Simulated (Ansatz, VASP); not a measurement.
# ZrN in VASP and in Ansatz

Contents of POSCAR:

```
ZrN
1.0
    0.0000000000      2.0552163017      2.0552163017
    2.0552163017      0.0000000000      2.0552163017
    2.0552163017      2.0552163017      0.0000000000
Zr N
1 1
Direct
    0.0000000000      0.0000000000      0.0000000000
    0.5000000000      0.5000000000      0.5000000000
```

INCAR.step1

```
SYSTEM = ZrN
PREC = Accurate ; ENCUT = 660
ISMEAR = -1 ; SIGMA = 0.05
LREAL = .False. ; LASPH = .True.
NELM = 120 ; NBANDS = 16
GGA = PE ; ALGO = Normal
EDIFF = 1E-5 ; LWAVE = .True.
LCHARG = .False. ; GGA_COMPAT = .False.
```

Contents of INCAR.step2:

```
SYSTEM = ZrN
PREC = Accurate ; ENCUT = 660
EDIFF = 1E-6 ; ISMEAR = -1
SIGMA = 0.05 ; LREAL = .False.
LASPH = .True. ; NELM = 120
ALGO = Normal ; ISIF = 2
LWAVE = .False. ; LCHARG = .False.
METAGGA = R2SCAN ; LMIXTAU = .True.
NBANDS = 16 ; ISTART = 1
GGA_COMPAT = .False.
```

KPOINTS

```
Automatic mesh
0
Gamma
  15 15 15
  0 0 0
```

Input for Ansatz:

```yaml
crystal:
  lattice:
    - [0.0, 2.0552163017, 2.0552163017]
    - [2.0552163017, 0.0, 2.0552163017]
    - [2.0552163017, 2.0552163017, 0.0]
  atoms:
    - { symbol: Zr, position: [0.0, 0.0, 0.0] }
    - { symbol: "N", position: [0.5, 0.5, 0.5] }
kpoints:
  mp_grid: { grid: [15, 15, 15] }
scf:
  occupations: { method: fermi_dirac, width: 0.05 }
hamiltonian:
  xc: r2scan
  pseudopotentials: { kind: paw }
output:
  forces: true
  stress: true
  eigenvalues: true
  populations: true
```

Change from the starting cell: volume scaled by 0.72, PAW files.

Alike in both runs: task single point; functional r2SCAN; k mesh 15 × 15 × 15; occupations fermi-dirac, width 0.05 eV; no spin polarisation.

|  | VASP | Ansatz |
| --- | --- | --- |
| version | VASP 6.6.1 | Ansatz 0.2.0 |
| potentials or method | VASP PAW PBE potentials, release 64 (Zr_sv, N) | PAW with Ansatz's default frozen-core files, scalar-relativistic |
| plane-wave cutoff (eV) | 660 | 500 |
| valence electrons in the cell | 17 | 17 |

|  | VASP | Ansatz | Ansatz less VASP |
| --- | --- | --- | --- |
| pressure (GPa) | 173.2 | 171.6 | -1.55 |

VASP's potentials were made for PBE, not for r2SCAN. Both programs put the cell under a high pressure, so it lies far from rest at this level.

Noted on VASP's run: the cell as given lies far from equilibrium.
